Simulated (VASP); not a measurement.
# Cs (Im-3m) in VASP: a series of runs

Runs on Cs. Level: PBE. Tasks: single point.

All numbers are computed with VASP 6.6.1; they aren't measurements. Logs are shortened: lines on timing, memory, paths and dates and some standing lists are left out, and cuts for length are marked.

### Step 1. The cell of the first run

Symmetry: Im-3m, No. 229, cubic system. Conventional cell: a = 5.822 Å, b = 5.822 Å, c = 5.822 Å, α = 90.00°, β = 90.00°, γ = 90.00°.

### Step 2. Single point, PBE (volume scaled by 0.840)

INCAR

```
ALGO = Normal
EDIFF = 1E-6
ENCUT = 520
GGA = PE
ISIF = 2
ISMEAR = 0
LASPH = T
LCHARG = F
LREAL = F
LWAVE = F
NBANDS = 10
NELM = 80
PREC = Accurate
SIGMA = 0.05
```

KPOINTS

```
k-points
0
Gamma
  12 12 12
```

POSCAR

```
Cs
1.0
   -2.9108407668      2.9108407668      2.9108407668
    2.9108407668     -2.9108407668      2.9108407668
    2.9108407668      2.9108407668     -2.9108407668
Cs
1
Direct
    0.0000000000      0.0000000000      0.0000000000
```

Potentials or basis: VASP PAW PBE potentials, release 64 (Cs_sv).

Command:

```sh
$ cat potpaw_PBE.64/Cs_sv/POTCAR > POTCAR
$ mpirun -np 1 vasp_std > vasp.out
```

OUTCAR:

```text
EDIFF = 1E-6
   ENCUT = 520
   GGA = PE
   ISIF = 2
   ISMEAR = 0
   LASPH = T
   LREAL = F
   NELM = 80
   PREC = Accurate

 ion  position               nearest neighbor table
   1  0.000  0.000  0.000-

  LATTYP: Found a body centered cubic cell.
 ALAT       =     5.8216815336

  Lattice vectors:

 A1 = (  -2.9108407668,   2.9108407668,   2.9108407668)
 A2 = (   2.9108407668,  -2.9108407668,   2.9108407668)
 A3 = (   2.9108407668,   2.9108407668,  -2.9108407668)

Analysis of symmetry for initial positions (statically):
=====================================================================
 Subroutine PRICEL returns:
 Original cell was already a primitive cell.

 Routine SETGRP: Setting up the symmetry group for a
 body centered cubic supercell.

 Subroutine GETGRP returns: Found 48 space group operations
 (whereof 48 operations were pure point group operations)
 out of a pool of 48 trial point group operations.

The static configuration has the point symmetry O_h .

Analysis of symmetry for dynamics (positions and initial velocities):
=====================================================================
 Subroutine PRICEL returns:
 Original cell was already a primitive cell.

 Routine SETGRP: Setting up the symmetry group for a
 body centered cubic supercell.

 Subroutine GETGRP returns: Found 48 space group operations
 (whereof 48 operations were pure point group operations)
 out of a pool of 48 trial point group operations.

The dynamic configuration has the point symmetry O_h .

 Subroutine INISYM returns: Found 48 space group operations
 (whereof 48 operations are pure point group operations),
 and found     1 'primitive' translations

----------------------------------------------------------------------------------------

                                     Primitive cell

  volume of cell :      98.6541

  direct lattice vectors                    reciprocal lattice vectors
    -2.910840767  2.910840767  2.910840767     0.000000000  0.171771677  0.171771677
     2.910840767 -2.910840767  2.910840767     0.171771677  0.000000000  0.171771677
     2.910840767  2.910840767 -2.910840767     0.171771677  0.171771677  0.000000000

  length of vectors
     5.041724101  5.041724101  5.041724101     0.242921835  0.242921835  0.242921835

  position of ions in fractional coordinates (direct lattice)
[... 80 lines left out ...]
   NSW    =      0    number of steps for IOM
   IBRION =     -1    ionic relax: 0-MD 1-quasi-New 2-CG
   NFREE  =      0    steps in history (QN), initial steepest desc. (CG)
   ISIF   =      2    stress and relaxation
   ISYM   =      2    0-nonsym 1-usesym 2-fastsym
   POTIM  = 0.5000    time-step for ionic-motion
   TEBEG  =    0.0;   TEEND  =   0.0 temperature during run
   PSTRESS=    0.0 pullay stress
   NELECT =       9.0000    total number of electrons
   NUPDOWN=      -1.0000    fix difference up-down
   EMIN   =  10.00;   EMAX   =-10.00  energy-range for DOS
   EFERMI =   0.00;   METHOD = LEGACY
   ISMEAR =     0;   SIGMA  =   0.05  broadening in eV -4-tet -1-fermi 0-gaus
   EFERMI_NEDOS =   21; number of points for ismear=-14 and -15
   IALGO  =     38    algorithm
   IMIX   =      4    mixing-type and parameters
     AMIX     =   0.40;   BMIX     =  1.00
     AMIX_MAG =   1.60;   BMIX_MAG =  1.00
  volume/ion in A,a.u.               =      98.65       665.75
  Fermi-wavevector in a.u.,A,eV,Ry     =   0.736971  1.392674  7.389687  0.543127
  Thomas-Fermi vector in A             =   1.830540
   LORBIT       =      0    0 simple, 1 ext, 2 COOP (PROOUT), +10 PAW based schemes
   GGA     = PE    functional components
   LHFCALC =     F    Hartree Fock is set to
   AEXX    =    0.0000 exact exchange contribution
   IVDW    =     0    specifies the selected vdW correction
   LEPSILON=     F    determine dielectric tensor
   LRPA    =     F    only Hartree local field effects (RPA)
 non-spin polarized calculation
 Gauss-broadening in eV      SIGMA  =   0.05
  energy-cutoff  :      520.00
  volume of cell :       98.65
 maximum number of plane-waves:      2718
 NGX is ok and might be reduce to    40
   NGX = 19   NGY = 19   NGZ = 19

 number of electron       9.0000000 magnetization

 Free energy of the ion-electron system (eV)
  ---------------------------------------------------
  ext. energy  EPLUGINS =         0.00000000
  ---------------------------------------------------
  free energy    TOTEN  =        -0.82617685 eV

  energy without entropy =       -0.82352796  energy(sigma->0) =       -0.82485240

 E-fermi :   0.8727     XC(G=0):  -5.8085

 val. band max:        0.8533671638   @ k =   0.4167   0.0833   0.0000
 cond. band min:       0.8998919032   @ k =   0.3333   0.1667   0.0000
 fundamental gap:      0.0465247394
 Fermi energy:         0.8726688407

 k-point     1 :       0.0000    0.0000    0.0000
  band No.  band energies     occupation
      1     -22.9155      2.00000
      2      -9.6269      2.00000
      3      -9.6269      2.00000
      4      -9.6269      2.00000
      5      -0.9647      2.00000
      6       3.4498      0.00000
      7       3.4498      0.00000
      8       3.4498      0.00000
      9       4.4262      0.00000
     10       4.4262      0.00000
[... 287 lines left out ...]
 k-point    24 :       0.4167    0.0833    0.0833
  band No.  band energies     occupation
      1     -22.9014      2.00000
      2      -9.8401      2.00000
      3      -9.7107      2.00000
      4      -9.6430      2.00000
      5       1.0246      0.00002
      6       1.9062      0.00000
      7       2.3347      0.00000
      8       4.3837      0.00000
      9       4.9794      0.00000
     10       5.5617      0.00000

 [... further k-points ...]

------------------------ aborting loop because EDIFF is reached ----------------------------------------

  FORCE on cell =-STRESS in cart. coord.  units (eV):
  Direction    XX          YY          ZZ          XY          YZ          ZX
  --------------------------------------------------------------------------------------
  -------------------------------------------------------------------------------------
  Total        0.2670790      0.2670790      0.2670790     -0.0000000     -0.0000000     -0.0000000
  in kB        4.3374552      4.3374552      4.3374552     -0.0000000     -0.0000000     -0.0000000
  external PRESSURE =       4.3374552 kB  Pullay stress =       0.0000000 kB

 VOLUME and BASIS-vectors are now :
 -----------------------------------------------------------------------------
  energy-cutoff  :      520.00
  volume of cell :       98.65
      direct lattice vectors                 reciprocal lattice vectors
    -2.910840767  2.910840767  2.910840767     0.000000000  0.171771677  0.171771677
     2.910840767 -2.910840767  2.910840767     0.171771677  0.000000000  0.171771677
     2.910840767  2.910840767 -2.910840767     0.171771677  0.171771677  0.000000000

 POSITION                                       TOTAL-FORCE (eV/Angst)
 -----------------------------------------------------------------------------------
      0.00000      0.00000      0.00000         0.000000      0.000000     -0.000000
 -----------------------------------------------------------------------------------
    total drift:                               -0.000000     -0.000000     -0.000000

  FREE ENERGIE OF THE ION-ELECTRON SYSTEM (eV)
  ---------------------------------------------------
  free  energy   TOTEN  =        -0.8261768468 eV

  energy  without entropy=       -0.8235279626  energy(sigma->0) =       -0.82485240
```

stdout:

```text
POSCAR found type information on POSCAR Cs
 POSCAR found :  1 types and       1 ions
 scaLAPACK will be used
 LDA part: xc-table for (Slater+PW92), standard interpolation
 POSCAR, INCAR and KPOINTS ok, starting setup
 FFT: planning ... GRIDC
 FFT: planning ... GRID_SOFT
 FFT: planning ... GRID
 WAVECAR not read
 entering main loop
```

Run time: 18 s. Hardware: 1 thread of Intel Xeon 6975P-C (Granite Rapids), shared host; peak memory 0.26 GiB.

Results:

- Free energy: -0.8262 eV
- Pressure: 0.4 GPa

Levels at points of the mesh, in eV from the Fermi level:
| k point | band 1 | band 2 | band 3 | band 4 | band 5 | band 6 | band 7 | band 8 |
| --- | --- | --- | --- | --- | --- | --- | --- | --- |
| (0.00, 0.00, 0.00) | -23.79 | -10.50 | -10.50 | -10.50 | -1.84 | 2.58 | 2.58 | 2.58 |
| (0.50, 0.00, 0.00) | -23.77 | -10.73 | -10.57 | -10.50 | -0.04 | 1.06 | 1.61 | 3.45 |
| (0.50, 0.50, 0.50) | -23.76 | -10.66 | -10.66 | -10.66 | 0.50 | 0.50 | 3.44 | 3.44 |

Caveat: spin-orbit coupling is left out, which moves the levels of the heavy elements.

### Step 3. Single point, PBE (volume scaled by 0.880)

INCAR

```
PREC = Accurate ; ENCUT = 520
EDIFF = 1E-6 ; ISMEAR = 0
SIGMA = 0.05 ; LREAL = F
LASPH = T ; NELM = 80
ALGO = Normal ; ISIF = 2
LWAVE = F ; LCHARG = F
GGA = PE ; NBANDS = 10
```

KPOINTS

```
regular mesh
0
Gamma
  12 12 12
```

POSCAR

```
Cs
1.0
   -2.9563300012      2.9563300012      2.9563300012
    2.9563300012     -2.9563300012      2.9563300012
    2.9563300012      2.9563300012     -2.9563300012
Cs
1
Direct
    0.0000000000      0.0000000000      0.0000000000
```

Potentials or basis: VASP PAW PBE potentials, release 64 (Cs_sv).

Command:

```sh
$ cat potpaw_PBE.64/Cs_sv/POTCAR > POTCAR
$ mpirun -np 1 vasp_std > vasp.out
```

OUTCAR:

```text
PREC = Accurate
   ENCUT = 520
   EDIFF = 1E-6
   ISMEAR = 0
   LREAL = F
   LASPH = T
   NELM = 80
   ISIF = 2
   GGA = PE

 ion  position               nearest neighbor table
   1  0.000  0.000  0.000-

  LATTYP: Found a body centered cubic cell.
 ALAT       =     5.9126600024

  Lattice vectors:

 A1 = (  -2.9563300012,   2.9563300012,   2.9563300012)
 A2 = (   2.9563300012,  -2.9563300012,   2.9563300012)
 A3 = (   2.9563300012,   2.9563300012,  -2.9563300012)

Analysis of symmetry for initial positions (statically):
=====================================================================
 Subroutine PRICEL returns:
 Original cell was already a primitive cell.

 Routine SETGRP: Setting up the symmetry group for a
 body centered cubic supercell.

 Subroutine GETGRP returns: Found 48 space group operations
 (whereof 48 operations were pure point group operations)
 out of a pool of 48 trial point group operations.

The static configuration has the point symmetry O_h .

Analysis of symmetry for dynamics (positions and initial velocities):
=====================================================================
 Subroutine PRICEL returns:
 Original cell was already a primitive cell.

 Routine SETGRP: Setting up the symmetry group for a
 body centered cubic supercell.

 Subroutine GETGRP returns: Found 48 space group operations
 (whereof 48 operations were pure point group operations)
 out of a pool of 48 trial point group operations.

The dynamic configuration has the point symmetry O_h .

 Subroutine INISYM returns: Found 48 space group operations
 (whereof 48 operations are pure point group operations),
 and found     1 'primitive' translations

----------------------------------------------------------------------------------------

                                     Primitive cell

  volume of cell :     103.3520

  direct lattice vectors                    reciprocal lattice vectors
    -2.956330001  2.956330001  2.956330001     0.000000000  0.169128615  0.169128615
     2.956330001 -2.956330001  2.956330001     0.169128615  0.000000000  0.169128615
     2.956330001  2.956330001 -2.956330001     0.169128615  0.169128615  0.000000000

  length of vectors
     5.120513766  5.120513766  5.120513766     0.239183982  0.239183982  0.239183982

  position of ions in fractional coordinates (direct lattice)
     0.000000000  0.000000000  0.000000000

  ion indices of the primitive-cell ions
   primitive index   ion index
                 1           1

----------------------------------------------------------------------------------------

 KPOINTS: regular mesh

Automatic generation of k-mesh.
 Grid dimensions read from file:
 generate k-points for:   12   12   12

 Generating k-lattice:

  Cartesian coordinates                     Fractional coordinates (reciprocal lattice)
     0.000000000  0.014094051  0.014094051     0.083333333  0.000000000  0.000000000
     0.014094051  0.000000000  0.014094051     0.000000000  0.083333333  0.000000000
     0.014094051  0.014094051  0.000000000     0.000000000  0.000000000  0.083333333

  Length of vectors
     0.019931998  0.019931998  0.019931998

  Shift w.r.t. Gamma in fractional coordinates (k-lattice)
     0.000000000  0.000000000  0.000000000

 Subroutine IBZKPT returns following result:
 ===========================================

 Found     72 irreducible k-points:

 Following reciprocal coordinates:
            Coordinates               Weight
  0.000000  0.000000  0.000000      1.000000
  0.083333  0.000000  0.000000     12.000000
  0.166667  0.000000  0.000000     12.000000
  0.250000  0.000000  0.000000     12.000000
  0.333333  0.000000  0.000000     12.000000
  0.416667  0.000000  0.000000     12.000000
[... 16 lines left out ...]
  0.333333  0.083333  0.083333     24.000000
  0.416667  0.083333  0.083333     12.000000
 [... further k-points ...]
   k-points           NKPTS =     72   k-points in BZ     NKDIM =     72   number of bands    NBANDS=     10
   number of dos      NEDOS =    301   number of ions     NIONS =      1
   total plane-waves  NPLWV =  64000
   dimension x,y,z NGX =    40 NGY =   40 NGZ =   40
   dimension x,y,z NGXF=    80 NGYF=   80 NGZF=   80
   ions per type =               1
   NGX,Y,Z   is equivalent  to a cutoff of  12.99, 12.99, 12.99 a.u.
   NGXF,Y,Z  is equivalent  to a cutoff of  25.97, 25.97, 25.97 a.u.
 SYSTEM =  unknown system
   PREC   = accura    normal or accurate (medium, high low for compatibility)
   ISTART =      0    job   : 0-new  1-cont  2-samecut
   ICHARG =      2    charge: 1-file 2-atom 10-const
   ISPIN  =      1    spin polarized calculation?
   LNONCOLLINEAR =      F non collinear calculations
   LSORBIT =      F    spin-orbit coupling
   LASPH  =      T    aspherical Exc in radial PAW
   ENCUT  =  520.0 eV  38.22 Ry    6.18 a.u.   9.52  9.52  9.52*2*pi/ulx,y,z
   NELM   =     80;   NELMIN=  2; NELMDL= -5     # of ELM steps
   EDIFF  = 0.1E-05   stopping-criterion for ELM
   LREAL  =      F    real-space projection
   EDIFFG = 0.1E-04   stopping-criterion for IOM
   NSW    =      0    number of steps for IOM
   IBRION =     -1    ionic relax: 0-MD 1-quasi-New 2-CG
   NFREE  =      0    steps in history (QN), initial steepest desc. (CG)
   ISIF   =      2    stress and relaxation
   ISYM   =      2    0-nonsym 1-usesym 2-fastsym
   POTIM  = 0.5000    time-step for ionic-motion
   TEBEG  =    0.0;   TEEND  =   0.0 temperature during run
   PSTRESS=    0.0 pullay stress
   NELECT =       9.0000    total number of electrons
   NUPDOWN=      -1.0000    fix difference up-down
   EMIN   =  10.00;   EMAX   =-10.00  energy-range for DOS
   EFERMI =   0.00;   METHOD = LEGACY
   ISMEAR =     0;   SIGMA  =   0.05  broadening in eV -4-tet -1-fermi 0-gaus
   EFERMI_NEDOS =   21; number of points for ismear=-14 and -15
   IALGO  =     38    algorithm
   IMIX   =      4    mixing-type and parameters
     AMIX     =   0.40;   BMIX     =  1.00
     AMIX_MAG =   1.60;   BMIX_MAG =  1.00
  volume/ion in A,a.u.               =     103.35       697.45
  Fermi-wavevector in a.u.,A,eV,Ry     =   0.725631  1.371245  7.164025  0.526541
  Thomas-Fermi vector in A             =   1.816402
   LORBIT       =      0    0 simple, 1 ext, 2 COOP (PROOUT), +10 PAW based schemes
   GGA     = PE    functional components
   LHFCALC =     F    Hartree Fock is set to
   AEXX    =    0.0000 exact exchange contribution
   IVDW    =     0    specifies the selected vdW correction
   LEPSILON=     F    determine dielectric tensor
   LRPA    =     F    only Hartree local field effects (RPA)
 non-spin polarized calculation
 Gauss-broadening in eV      SIGMA  =   0.05
  energy-cutoff  :      520.00
  volume of cell :      103.35
 maximum number of plane-waves:      2814
 NGX is ok and might be reduce to    40
   NGX = 19   NGY = 19   NGZ = 19

 number of electron       9.0000001 magnetization

 Free energy of the ion-electron system (eV)
  ---------------------------------------------------
  ext. energy  EPLUGINS =         0.00000000
  ---------------------------------------------------
  free energy    TOTEN  =        -0.83699200 eV

  energy without entropy =       -0.83420179  energy(sigma->0) =       -0.83559689

 E-fermi :   0.7406     XC(G=0):  -5.6833

 val. band max:        0.7370617322   @ k =   0.4167   0.0833   0.0000
 cond. band min:       0.7652328808   @ k =   0.3333   0.1667   0.0000
 fundamental gap:      0.0281711486
 Fermi energy:         0.7406229140

 k-point     1 :       0.0000    0.0000    0.0000
  band No.  band energies     occupation
      1     -23.0681      2.00000
      2      -9.7911      2.00000
      3      -9.7911      2.00000
      4      -9.7911      2.00000
      5      -1.0510      2.00000
      6       3.2911      0.00000
      7       3.2911      0.00000
      8       3.2911      0.00000
      9       4.2296      0.00000
     10       4.2296      0.00000
[... 287 lines left out ...]
 k-point    24 :       0.4167    0.0833    0.0833
  band No.  band energies     occupation
      1     -23.0568      2.00000
      2      -9.9742      2.00000
      3      -9.8635      2.00000
      4      -9.8047      2.00000
      5       0.9074      0.00000
      6       1.7164      0.00000
      7       2.2102      0.00000
      8       4.1572      0.00000
      9       4.7557      0.00000
     10       5.2567      0.00000

 [... further k-points ...]

------------------------ aborting loop because EDIFF is reached ----------------------------------------

  FORCE on cell =-STRESS in cart. coord.  units (eV):
  Direction    XX          YY          ZZ          XY          YZ          ZX
  --------------------------------------------------------------------------------------
  -------------------------------------------------------------------------------------
  Total        0.1887782      0.1887782      0.1887782      0.0000000      0.0000000     -0.0000000
  in kB        2.9264680      2.9264680      2.9264680      0.0000000      0.0000000     -0.0000000
  external PRESSURE =       2.9264680 kB  Pullay stress =       0.0000000 kB

 VOLUME and BASIS-vectors are now :
 -----------------------------------------------------------------------------
  energy-cutoff  :      520.00
  volume of cell :      103.35
      direct lattice vectors                 reciprocal lattice vectors
    -2.956330001  2.956330001  2.956330001     0.000000000  0.169128615  0.169128615
     2.956330001 -2.956330001  2.956330001     0.169128615  0.000000000  0.169128615
     2.956330001  2.956330001 -2.956330001     0.169128615  0.169128615  0.000000000

 POSITION                                       TOTAL-FORCE (eV/Angst)
 -----------------------------------------------------------------------------------
      0.00000      0.00000      0.00000        -0.000000     -0.000000     -0.000000
 -----------------------------------------------------------------------------------
    total drift:                               -0.000000     -0.000000     -0.000000

  FREE ENERGIE OF THE ION-ELECTRON SYSTEM (eV)
  ---------------------------------------------------
  free  energy   TOTEN  =        -0.8369920012 eV

  energy  without entropy=       -0.8342017861  energy(sigma->0) =       -0.83559689
```

Wall time 19 s (1 thread of Intel Xeon 6975P-C (Granite Rapids), shared host); peak memory 0.26 GiB.

Results:

| Item | Value |
| --- | --- |
| Free energy | -0.8370 eV |
| Pressure | 0.3 GPa |

Levels at points of the mesh, in eV from the Fermi level:
| k point | band 2 | band 3 | band 4 | band 5 | band 6 | band 7 |
| --- | --- | --- | --- | --- | --- | --- |
| (0.00, 0.00, 0.00) | -10.53 | -10.53 | -10.53 | -1.79 | 2.55 | 2.55 |
| (0.50, 0.00, 0.00) | -10.73 | -10.60 | -10.53 | -0.02 | 0.99 | 1.62 |
| (0.50, 0.50, 0.50) | -10.67 | -10.67 | -10.67 | 0.54 | 0.54 | 3.30 |

Caveat: spin-orbit coupling is left out, which moves the levels of the heavy elements.
